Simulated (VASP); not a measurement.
A run of VASP 6.6.1:

The input POSCAR:

```
Li2O
1.0
    2.2864407183      2.2864407183      0.0000000000
   -2.2864407183      2.2864407183      0.0000000000
    0.0000000000      2.2864407183      2.2864407183
Li O
2 1
Direct
    0.2500000000      0.7500000000      0.5000000000
    0.7500000000      0.2500000000      0.5000000000
    0.0000000000      0.0000000000      0.0000000000
```

File INCAR.step1:

```
SYSTEM = Li2O
  ALGO = Normal
  EDIFF = 1E-5
  ENCUT = 830
  GGA = PE
  GGA_COMPAT = .False.
  ISMEAR = -1
  LASPH = .True.
  LCHARG = .False.
  LREAL = .False.
  LWAVE = .True.
  NBANDS = 13
  NELM = 120
  PREC = Accurate
  SIGMA = 0.08
```

Contents of INCAR.step2:

```
SYSTEM = Li2O
  ALGO = Normal
  EDIFF = 1E-6
  ENCUT = 830
  GGA_COMPAT = .False.
  ISIF = 2
  ISMEAR = -1
  ISTART = 1
  LASPH = .True.
  LCHARG = .False.
  LMIXTAU = .True.
  LREAL = .False.
  LWAVE = .False.
  METAGGA = R2SCAN
  NBANDS = 13
  NELM = 120
  PREC = Accurate
  SIGMA = 0.08
```

File KPOINTS:

```
k-points
0
Gamma
  12 12 12
  0 0 0
```

Potentials or basis: VASP PAW PBE potentials, release 64 (Li_sv, O).

Command:

```sh
$ cat potpaw_PBE.64/Li_sv/POTCAR potpaw_PBE.64/O/POTCAR > POTCAR
$ cp INCAR.step1 INCAR
$ mpirun -np 1 vasp_std > vasp.out
$ cp INCAR.step2 INCAR
$ mpirun -np 1 vasp_std > vasp.out
```

Hardware: 1 thread of Intel Xeon 8259CL, on a shared host.

Problem. How long does it take, and how much memory?

Solution. Wall time 5.2 min on 1 thread of Intel Xeon 8259CL (shared host), peak memory 0.19 GiB. Counts: k points 72.
